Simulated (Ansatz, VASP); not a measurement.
**NaI in VASP and in Ansatz**

```xyz
2
Lattice="0.0000 3.2334 3.2334 3.2334 0.0000 3.2334 3.2334 3.2334 0.0000" Properties=species:S:1:pos:R:3 pbc="T T T"
Na    0.0000    0.0000    0.0000
I     3.2334    3.2334    3.2334
```

Alike in both runs: functional r2SCAN; k mesh 8 × 8 × 8; occupations fermi-dirac, width 0.02 eV; no spin polarisation.

Ansatz relaxed the structure, and its values are those at the end. VASP's run is a single point on that final structure, the one shown.

```csv
,VASP,Ansatz
version,VASP 6.6.1,Ansatz 0.2.0
potentials or method,"VASP PAW PBE potentials, release 64 (Na_pv, I), cutoff 520 eV",PAW plane waves
valence electrons in the cell,14,26
```

|  | VASP | Ansatz | Ansatz less VASP |
| --- | --- | --- | --- |
| gap on the k mesh at the Fermi level (eV) | 4.45 | 4.44 | -0.011 |
| pressure (GPa) | -0.1 | 0.0 | +0.09 |

VASP's potentials were made for PBE, not for r2SCAN. VASP's potentials hold 14 valence electrons a cell and Ansatz's 26, so a difference there can come from the potentials and not from the codes.

Neither program's run includes spin-orbit coupling.
